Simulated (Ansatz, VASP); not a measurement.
## Bi in VASP and in Ansatz

```
CELL_PARAMETERS angstrom
3.59342 0.00000 0.00000
-1.79671 3.11199 0.00000
0.00000 0.00000 12.03064
ATOMIC_POSITIONS crystal
Bi 0.00000 0.00000 0.00000
Bi 0.00000 0.00000 0.50000
Bi 0.33333 0.66667 0.25000
Bi 0.66667 0.33333 0.75000
```

Alike in both runs: task single point; functional revPBE; k mesh 12 × 12 × 3; occupations fermi-dirac, width 0.1 eV; no spin polarisation.

|  | VASP | Ansatz |
| --- | --- | --- |
| version | VASP 6.6.1 | Ansatz 0.2.0 |
| potentials or method | VASP PAW PBE potentials, release 64 (Bi_d), cutoff 520 eV | plane waves (420 eV) with PAW, scalar-relativistic |
| valence electrons in the cell | 60 | 60 |

VASP gave:

| Property | Result |
| --- | --- |
| pressure (GPa) | -1.9 |
| traceless stress, the component that is largest in VASP (GPa) | 0.21 |

**Question.** What did Ansatz give for the same quantities?

**Answer.** Pressure (GPa): -1.8; traceless stress, the component that is largest in VASP (GPa): 0.21.

VASP's potentials were made for PBE, not for revPBE. With one functional, cell and mesh, what is left measures potentials, basis and numerics.

Neither program's run includes spin-orbit coupling.
